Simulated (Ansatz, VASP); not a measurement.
One calculation of CdS, two programs

```
CELL_PARAMETERS angstrom
0.00000 2.75324 2.75324
2.75324 0.00000 2.75324
2.75324 2.75324 0.00000
ATOMIC_POSITIONS crystal
Cd 0.00000 0.00000 0.00000
S 0.50000 0.50000 0.50000
```

Alike in both runs: task electric field gradients; functional r2SCAN; k mesh 9 × 9 × 9; occupations fermi-dirac, width 0.02 eV; no spin polarisation.

|  | VASP | Ansatz |
| --- | --- | --- |
| version | VASP 6.6.1 | Ansatz 0.2.0 |
| potentials or method | VASP PAW PBE potentials, release 64 (Cd, S), cutoff 520 eV | all-electron PAW with datasets made for the crystal, scalar-relativistic |

|  | VASP | Ansatz | Ansatz less VASP |
| --- | --- | --- | --- |
| gap on the k mesh at the Fermi level (eV) | 0.89 | 0.91 | +0.026 |
| pressure (GPa) | -1.8 | -2.2 | -0.41 |

VASP's potentials were made for PBE, not for r2SCAN. Ansatz ran all-electron here, and VASP with PAW potentials.
